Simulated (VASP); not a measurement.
The system is Si2W.

```xyz
3
Lattice="-1.6145 1.6145 3.9335 1.6145 -1.6145 3.9335 1.6145 1.6145 -3.9335" Properties=species:S:1:pos:R:3 pbc="T T T"
Si    0.0000    0.0000    2.6320
Si    0.0000    0.0000    5.2351
W     0.0000    0.0000    0.0000
```

- Program: VASP 6.6.1
- Task: relaxation of cell and atoms
- Functional: PBE
- Dispersion: D3(BJ)
- Potentials or basis: VASP PAW PBE potentials, release 64 (Si, W_sv)
- Cutoff: 600 eV
- k mesh: 18 × 18 × 18
- Occupations: gaussian, width 0.1 eV
- Spin: no spin polarisation

At the start: pressure -6.7 GPa; volume 13.67 Å³/atom.

Task: How do energy, volume and symmetry change on relaxing?

Result: Over 8 steps the energy falls by 8.9 meV/atom and the volume is 13.26 Å³/atom (-3.0 %); space group I4/mmm (No. 139, to 0.1 Å) before and after.

Step by step:
| step | energy change (eV) | largest force (eV/Å) | pressure (GPa) | volume (Å³) |
| --- | --- | --- | --- | --- |
| 1 | 0.0000 | 0.0069 | -6.73 | 41.01 |
| 2 | 0.0648 | 0.2422 | 14.56 | 37.70 |
| 3 | -0.0262 | 0.0752 | -0.09 | 39.82 |
| 4 | -0.0262 | 0.0771 | 0.03 | 39.79 |
| 5 | -0.0266 | 0.0086 | 0.04 | 39.77 |
| 6 | -0.0266 | 0.0215 | 0.04 | 39.77 |
| 7 | -0.0267 | 0.0032 | -0.06 | 39.79 |
| 8 | -0.0267 | 0.0006 | -0.05 | 39.79 |

Final structure:
```
CELL_PARAMETERS angstrom
-1.59710 1.59710 3.89949
1.59710 -1.59710 3.89949
1.59710 1.59710 -3.89949
ATOMIC_POSITIONS crystal
Si 0.33412 0.33412 0.00000
Si 0.66588 0.66588 0.00000
W 0.00000 0.00000 0.00000
```
